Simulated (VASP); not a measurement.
# SiSe (P-6m2) in VASP: further runs

Aim: see how the results for SiSe move with the level of theory and the settings. Levels: PBEsol-based screened hybrid with 25 % exact exchange, PBE-based screened hybrid with 25 % exact exchange, HF. Tasks: single point.

Program: VASP 6.6.1. These are calculated values, not measurements. Logs are shortened: lines on timing, memory, paths and dates and some standing lists are left out, and cuts for length are marked.

## 1. The cell of the first run

The structure is hexagonal, space group P-6m2 (No. 187). The conventional cell has a = 3.511 Å, b = 3.511 Å, c = 3.543 Å, α = 90.00°, β = 90.00°, γ = 120.00°. Si (site symmetry -6m2) has 6 Se at 2.69 Å and 8 Si at 3.51 to 3.54 Å within 3.6 Å. Se (site symmetry -6m2) has 6 Si at 2.69 Å and 8 Se at 3.51 to 3.54 Å within 3.6 Å.

## 2. Single point, PBEsol-based screened hybrid with 25 % exact exchange

The input, POSCAR:

```
SiSe
1.0
    3.5112770243      0.0000000000      0.0000000000
   -1.7556385121      3.0408551027      0.0000000000
    0.0000000000      0.0000000000      3.5434140590
Si Se
1 1
Direct
    0.6666666667      0.3333333333      0.5000000000
    0.0000000000      0.0000000000      0.0000000000
```

The input, INCAR.step1:

```
SYSTEM = SiSe
PREC     = Accurate       ! precision mode
ENCUT    = 520            ! plane-wave cutoff, eV
EDIFF    = 1E-5           ! SCF threshold, eV
ISMEAR   = -1             ! smearing method
SIGMA    = 0.05           ! smearing width, eV
LREAL    = .FALSE.        ! projectors in reciprocal space
LASPH    = .TRUE.         ! aspherical terms in the spheres
NELM     = 60             ! most SCF steps
ALGO     = Normal         ! electronic algorithm
ISIF     = 2              ! what is computed and relaxed
LWAVE    = .TRUE.         ! write WAVECAR
NBANDS   = 12             ! bands
GGA      = PE             ! functional
```

The input, INCAR.step2:

```
SYSTEM = SiSe
PREC     = Accurate       ! precision mode
ENCUT    = 520            ! plane-wave cutoff, eV
EDIFF    = 1E-6           ! SCF threshold, eV
ISMEAR   = -1             ! smearing method
SIGMA    = 0.05           ! smearing width, eV
LREAL    = .FALSE.        ! projectors in reciprocal space
LASPH    = .TRUE.         ! aspherical terms in the spheres
NELM     = 60             ! most SCF steps
ALGO     = Normal         ! electronic algorithm
ISIF     = 2              ! what is computed and relaxed
LWAVE    = .FALSE.        ! write WAVECAR
LCHARG   = .TRUE.         ! write CHGCAR
GGA      = PS             ! functional
LHFCALC  = .TRUE.         ! exact exchange
AEXX     = 0.25           ! exact-exchange fraction
HFSCREEN = 0.207          ! screening, 1/A
PRECFOCK = Normal       
LELF     = .TRUE.         ! ELF
LVHAR    = .TRUE.       
NBANDS   = 12             ! bands
ISTART   = 1
```

The input, KPOINTS:

```
Automatic mesh
0
G
  5 5 4
  0 0 0
```

Potentials or basis: VASP PAW PBE potentials, release 64 (Si, Se).

Run with:

```bash
cat potpaw_PBE.64/Si/POTCAR potpaw_PBE.64/Se/POTCAR > POTCAR
cp INCAR.step1 INCAR
mpirun -np 1 vasp_std > vasp.out
cp INCAR.step2 INCAR
mpirun -np 1 vasp_std > vasp.out
```

OUTCAR:

```text
SYSTEM = SiSe
   PREC = Accurate
   ENCUT = 520
   EDIFF = 1E-6
   ISMEAR = -1
   LREAL = .FALSE.
   LASPH = .TRUE.
   NELM = 60
   ISIF = 2
   GGA = PS
   LHFCALC = .TRUE.
   AEXX = 0.25
   HFSCREEN = 0.207
   PRECFOCK = Normal
   ISTART = 1

 ion  position               nearest neighbor table
   1  0.667  0.333  0.500-   2 2.69   2 2.69   2 2.69   2 2.69   2 2.69   2 2.69
   2  0.000  0.000  0.000-   1 2.69   1 2.69   1 2.69   1 2.69   1 2.69   1 2.69

  LATTYP: Found a hexagonal cell.
 ALAT       =     3.5112770243
 C/A-ratio  =     1.0091525204

  Lattice vectors:

 A1 = (   3.5112770243,   0.0000000000,   0.0000000000)
 A2 = (  -1.7556385121,   3.0408551027,   0.0000000000)
 A3 = (   0.0000000000,   0.0000000000,   3.5434140590)

Analysis of symmetry for initial positions (statically):
=====================================================================
 Subroutine PRICEL returns:
 Original cell was already a primitive cell.

 Routine SETGRP: Setting up the symmetry group for a
 hexagonal supercell.

 Subroutine GETGRP returns: Found 12 space group operations
 (whereof 12 operations were pure point group operations)
 out of a pool of 24 trial point group operations.

The static configuration has the point symmetry D_3h.

Analysis of symmetry for dynamics (positions and initial velocities):
=====================================================================
 Subroutine PRICEL returns:
 Original cell was already a primitive cell.

 Routine SETGRP: Setting up the symmetry group for a
 hexagonal supercell.

 Subroutine GETGRP returns: Found 12 space group operations
 (whereof 12 operations were pure point group operations)
 out of a pool of 24 trial point group operations.

The dynamic configuration has the point symmetry D_3h.

 Subroutine INISYM returns: Found 12 space group operations
 (whereof 12 operations are pure point group operations),
 and found     1 'primitive' translations

----------------------------------------------------------------------------------------

                                     Primitive cell

  volume of cell :      37.8340

  direct lattice vectors                    reciprocal lattice vectors
     3.511277024  0.000000000  0.000000000     0.284796669  0.164427433  0.000000000
    -1.755638512  3.040855103  0.000000000     0.000000000  0.328854867  0.000000000
     0.000000000  0.000000000  3.543414059     0.000000000  0.000000000  0.282213702

  length of vectors
     3.511277024  3.511277024  3.543414059     0.328854867  0.328854867  0.282213702

  position of ions in fractional coordinates (direct lattice)
     0.666666667  0.333333333  0.500000000
     0.000000000  0.000000000  0.000000000

  ion indices of the primitive-cell ions
   primitive index   ion index
                 1           1
                 2           2

----------------------------------------------------------------------------------------

 KPOINTS: Automatic mesh

Automatic generation of k-mesh.
 Grid dimensions read from file:
 generate k-points for:    5    5    4

 Generating k-lattice:

  Cartesian coordinates                     Fractional coordinates (reciprocal lattice)
     0.056959334  0.032885487  0.000000000     0.200000000  0.000000000  0.000000000
     0.000000000  0.065770973  0.000000000     0.000000000  0.200000000  0.000000000
     0.000000000  0.000000000  0.070553426     0.000000000  0.000000000  0.250000000

  Length of vectors
     0.065770973  0.065770973  0.070553426

  Shift w.r.t. Gamma in fractional coordinates (k-lattice)
     0.000000000  0.000000000  0.000000000

 Subroutine IBZKPT returns following result:
 ===========================================

 Found     15 irreducible k-points:

 Following reciprocal coordinates:
            Coordinates               Weight
  0.000000  0.000000  0.000000      1.000000
  0.200000 -0.000000  0.000000      6.000000
  0.400000 -0.000000  0.000000      6.000000
  0.200000  0.200000  0.000000      6.000000
  0.400000  0.200000  0.000000      6.000000
  0.000000  0.000000  0.250000      2.000000
  0.200000 -0.000000  0.250000     12.000000
  0.400000 -0.000000  0.250000     12.000000
  0.200000  0.200000  0.250000     12.000000
  0.400000  0.200000  0.250000     12.000000
  0.000000  0.000000  0.500000      1.000000
  0.200000 -0.000000  0.500000      6.000000
  0.400000 -0.000000  0.500000      6.000000
  0.200000  0.200000  0.500000      6.000000
  0.400000  0.200000  0.500000      6.000000
   k-points           NKPTS =     15   k-points in BZ     NKDIM =    100   number of bands    NBANDS=     12
   number of dos      NEDOS =    301   number of ions     NIONS =      2
   total plane-waves  NPLWV =  21952
   dimension x,y,z NGX =    28 NGY =   28 NGZ =   28
   dimension x,y,z NGXF=    56 NGYF=   56 NGZF=   56
   ions per type =               1   1
   NGX,Y,Z   is equivalent  to a cutoff of  13.26, 13.26, 13.14 a.u.
   NGXF,Y,Z  is equivalent  to a cutoff of  26.51, 26.51, 26.27 a.u.
 SYSTEM =  SiSe
   PREC   = accura    normal or accurate (medium, high low for compatibility)
   ISTART =      1    job   : 0-new  1-cont  2-samecut
   ICHARG =      0    charge: 1-file 2-atom 10-const
   ISPIN  =      1    spin polarized calculation?
   LNONCOLLINEAR =      F non collinear calculations
   LSORBIT =      F    spin-orbit coupling
   LASPH  =      T    aspherical Exc in radial PAW
   ENCUT  =  520.0 eV  38.22 Ry    6.18 a.u.   6.53  6.53  6.59*2*pi/ulx,y,z
   NELM   =     60;   NELMIN=  2; NELMDL=  0     # of ELM steps
   EDIFF  = 0.1E-05   stopping-criterion for ELM
   LREAL  =      F    real-space projection
   EDIFFG = 0.1E-04   stopping-criterion for IOM
   NSW    =      0    number of steps for IOM
   IBRION =     -1    ionic relax: 0-MD 1-quasi-New 2-CG
   NFREE  =      0    steps in history (QN), initial steepest desc. (CG)
   ISIF   =      2    stress and relaxation
   ISYM   =      3    0-nonsym 1-usesym 2-fastsym
   POTIM  = 0.5000    time-step for ionic-motion
   TEBEG  =    0.0;   TEEND  =   0.0 temperature during run
   PSTRESS=    0.0 pullay stress
   NELECT =      10.0000    total number of electrons
   NUPDOWN=      -1.0000    fix difference up-down
   EMIN   =  10.00;   EMAX   =-10.00  energy-range for DOS
   EFERMI =   0.00;   METHOD = LEGACY
   ISMEAR =    -1;   SIGMA  =   0.05  broadening in eV -4-tet -1-fermi 0-gaus
   EFERMI_NEDOS =   21; number of points for ismear=-14 and -15
   IALGO  =     38    algorithm
   IMIX   =      1    mixing-type and parameters
     AMIX     =   0.40;   BMIX     =  1.00
     AMIX_MAG =   1.60;   BMIX_MAG =  1.00
  volume/ion in A,a.u.               =      18.92       127.66
  Fermi-wavevector in a.u.,A,eV,Ry     =   1.050624  1.985391 15.018253  1.103810
  Thomas-Fermi vector in A             =   2.185634
   LORBIT       =      0    0 simple, 1 ext, 2 COOP (PROOUT), +10 PAW based schemes
   GGA     = PS    functional components
   LHFCALC =     T    Hartree Fock is set to
   PRECFOCK=normal    Normal, Fast or Accurate (Low or Medium for compatibility)
   ENCUT4O =  -1.0   cutoff for four orbital integrals eV
   NKREDX  =     1    reduce k-point grid by
   NKREDY  =     1    reduce k-point grid by
   NKREDZ  =     1    reduce k-point grid by
   AEXX    =    0.2500 exact exchange contribution
   HFSCREEN=    0.2070 screening length (either q_TF or 0.3 A-1)
   HFSCREENC=   0.2070 screening length for correlation (either q_TF or 0.3 A-1)
   ENCUTFOCK=  -1.0 apply spherical cutoff to Coloumb kernel
   IVDW    =     0    specifies the selected vdW correction
   LEPSILON=     F    determine dielectric tensor
   LRPA    =     F    only Hartree local field effects (RPA)
 non-spin polarized calculation
  energy-cutoff  :      520.00
  volume of cell :       37.83
 maximum number of plane-waves:      1057
 NGX is ok and might be reduce to    28
  NGX = 20; NGY = 20; NGZ = 20

 number of electron      10.0000000 magnetization

 Free energy of the ion-electron system (eV)
  ---------------------------------------------------
  ext. energy  EPLUGINS =         0.00000000
  ---------------------------------------------------
  free energy    TOTEN  =       -10.68456469 eV

  energy without entropy =      -10.67429654  energy(sigma->0) =      -10.67943061

 E-fermi :   7.1484     XC(G=0):  -8.6531

 val. band max:        7.1071637241   @ k =   0.4000   0.2000   0.0000
 cond. band min:       7.2072439382   @ k =   0.2000  -0.0000   0.2500
 fundamental gap:      0.1000802141
 Fermi energy:         7.1483733566

 k-point     1 :       0.0000    0.0000    0.0000
  band No.  band energies     occupation
      1     -10.8939      2.00000
      2       1.7197      2.00000
      3       2.1094      2.00000
      4       4.4557      2.00000
      5       4.4557      2.00000
      6      10.2330      0.00000
      7      10.2330      0.00000
      8      10.4818      0.00000
      9      14.8955      0.00000
     10      15.4446      0.00000
     11      18.6205      0.00000
     12      18.6205      0.00000

 k-point     2 :       0.2000   -0.0000    0.0000
  band No.  band energies     occupation
      1     -10.3856      2.00000
      2      -0.2063      2.00000
      3       2.6457      2.00000
      4       3.6135      2.00000
      5       4.4549      2.00000
      6       8.8897      0.00000
      7      11.6858      0.00000
      8      12.5027      0.00000
      9      12.9111      0.00000
     10      15.4936      0.00000
     11      18.2247      0.00000
     12      18.2807      0.00000
[... 166 lines left out ...]
 k-point    14 :       0.2000    0.2000    0.5000
  band No.  band energies     occupation
      1      -8.3132      2.00000
      2      -3.0722      2.00000
      3       0.6864      2.00000
      4       2.8280      2.00000
      5       3.4532      2.00000
      6       6.2882      2.00000
      7      11.9974      0.00000
      8      12.8690      0.00000
      9      15.2212      0.00000
     10      16.3398      0.00000
     11      19.9209      0.00000
     12      20.2644      0.00000

 k-point    15 :       0.4000    0.2000    0.5000
  band No.  band energies     occupation
      1      -7.7617      2.00000
      2      -1.2728      2.00000
      3      -0.4262      2.00000
      4       0.3588      2.00000
      5       2.4780      2.00000
      6       5.1190      2.00000
      7      12.3780      0.00000
      8      13.2991      0.00000
      9      17.8669      0.00000
     10      18.3900      0.00000
     11      20.9526      0.00000
     12      21.9353      0.00000

------------------------ aborting loop because EDIFF is reached ----------------------------------------

  FORCE on cell =-STRESS in cart. coord.  units (eV):
  Direction    XX          YY          ZZ          XY          YZ          ZX
  --------------------------------------------------------------------------------------
  -------------------------------------------------------------------------------------
  Total       -0.0310337     -0.0310337     -0.0414119     -0.0000000     -0.0000000      0.0000000
  in kB       -1.3142018     -1.3142018     -1.7536926     -0.0000000     -0.0000000      0.0000000
  external PRESSURE =      -1.4606987 kB  Pullay stress =       0.0000000 kB

 VOLUME and BASIS-vectors are now :
 -----------------------------------------------------------------------------
  energy-cutoff  :      520.00
  volume of cell :       37.83
      direct lattice vectors                 reciprocal lattice vectors
     3.511277024  0.000000000  0.000000000     0.284796669  0.164427433  0.000000000
    -1.755638512  3.040855103  0.000000000     0.000000000  0.328854867  0.000000000
     0.000000000  0.000000000  3.543414059     0.000000000  0.000000000  0.282213702

 POSITION                                       TOTAL-FORCE (eV/Angst)
 -----------------------------------------------------------------------------------
      1.75564      1.01362      1.77171        -0.000000      0.000000      0.000000
      0.00000      0.00000      0.00000         0.000000     -0.000000      0.000000
 -----------------------------------------------------------------------------------
    total drift:                               -0.000000      0.000000     -0.000000

  FREE ENERGIE OF THE ION-ELECTRON SYSTEM (eV)
  ---------------------------------------------------
  free  energy   TOTEN  =       -10.6845646867 eV

  energy  without entropy=      -10.6742965414  energy(sigma->0) =      -10.67943061
```

Run time: 5.1 min. Hardware: 1 thread of Intel Xeon Platinum 8259CL at 2.50GHz (Skylake/Cascade Lake), shared host; peak memory 0.27 GiB.

What came out:

| Quantity | Value |
| --- | --- |
| Free energy | -10.6846 eV |
| Pressure | -0.1 GPa |
| Band gap on the k mesh | zero (bands 5 and 6 overlap by 3.89 eV) |

Levels at points of the mesh, in eV from the Fermi level:
| k point | band 1 | band 2 | band 3 | band 4 | band 5 | band 6 | band 7 | band 8 | band 9 | band 10 |
| --- | --- | --- | --- | --- | --- | --- | --- | --- | --- | --- |
| (0.00, 0.00, 0.00) | -18.04 | -5.43 | -5.04 | -2.69 | -2.69 | 3.08 | 3.08 | 3.33 | 7.75 | 8.30 |
| (0.00, 0.00, 0.50) | -16.58 | -12.13 | -1.46 | -1.46 | 1.86 | 2.47 | 2.97 | 2.97 | 7.65 | 7.65 |

Caveat: the k points lie up to 0.44 Å⁻¹ apart, too coarse for converged energies and pressures of a metal; the PAW data sets were made with another functional, which shifts forces and pressure a little.

## 3. Single point, PBE-based screened hybrid with 25 % exact exchange

This run uses another cell than the first one, of 19.48 Å³/atom.

The input, POSCAR:

```
SiSe
1.0
    3.5584026300      0.0000000000      0.0000000000
   -1.7792013150      3.0816670745      0.0000000000
    0.0000000000      0.0000000000      3.5534987434
Si Se
1 1
Direct
    0.6666666667      0.3333333333      0.5000000000
    0.0000000000      0.0000000000      0.0000000000
```

The input, INCAR.step1:

```
PREC = Accurate
ENCUT = 520
EDIFF = 1E-5
ISMEAR = -1
SIGMA = 0.05
LREAL = F
LASPH = T
NELM = 60
ALGO = Normal
ISIF = 2
LWAVE = T
LCHARG = F
NBANDS = 12
GGA = PE
```

The input, INCAR.step2:

```
PREC = Accurate
ENCUT = 520
EDIFF = 1E-7
ISMEAR = -1
SIGMA = 0.05
LREAL = F
LASPH = T
NELM = 60
ALGO = Normal
ISIF = 2
LWAVE = F
LCHARG = F
GGA = PE
LHFCALC = T
AEXX = 0.25
HFSCREEN = 0.3
PRECFOCK = Normal
NBANDS = 12
ISTART = 1
```

The input, KPOINTS:

```
regular mesh
0
Gamma
  5 5 4
```

Potentials or basis: VASP PAW PBE potentials, release 64 (Si, Se).

Run with:

```bash
cat potpaw_PBE.64/Si/POTCAR potpaw_PBE.64/Se/POTCAR > POTCAR
cp INCAR.step1 INCAR
mpirun -np 1 vasp_std > vasp.out
cp INCAR.step2 INCAR
mpirun -np 1 vasp_std > vasp.out
```

Wall time 5.3 min (1 thread of Intel Xeon Platinum 8259CL at 2.50GHz (Skylake/Cascade Lake), shared host); peak memory 0.27 GiB.

Results (log left out):

```
Free energy            : -9.7846 eV
Pressure               : -0.2 GPa
Band gap on the k mesh : zero (bands 5 and 6 overlap by 3.46 eV)
```

Stress tensor (GPa, compression positive):
```
-0.17  0.00  0.00
 0.00 -0.17  0.00
 0.00  0.00 -0.26
```

Levels at points of the mesh, in eV from the Fermi level:
```tsv
k point	band 1	band 2	band 3	band 4	band 5	band 6	band 7	band 8	band 9	band 10
(0.00, 0.00, 0.00)	-17.49	-5.29	-4.60	-2.55	-2.55	2.95	2.95	3.40	7.43	8.22
(0.00, 0.00, 0.50)	-16.07	-11.58	-1.35	-1.35	1.68	2.22	2.81	2.81	7.56	7.56
```

Caveat: the k points lie up to 0.44 Å⁻¹ apart, too coarse for converged energies and pressures of a metal; the PAW data sets were made with another functional, which shifts forces and pressure a little.

[end of part 1 of 2]

The gap in the log of VASP goes by the Fermi energy; the results here count the filled bands.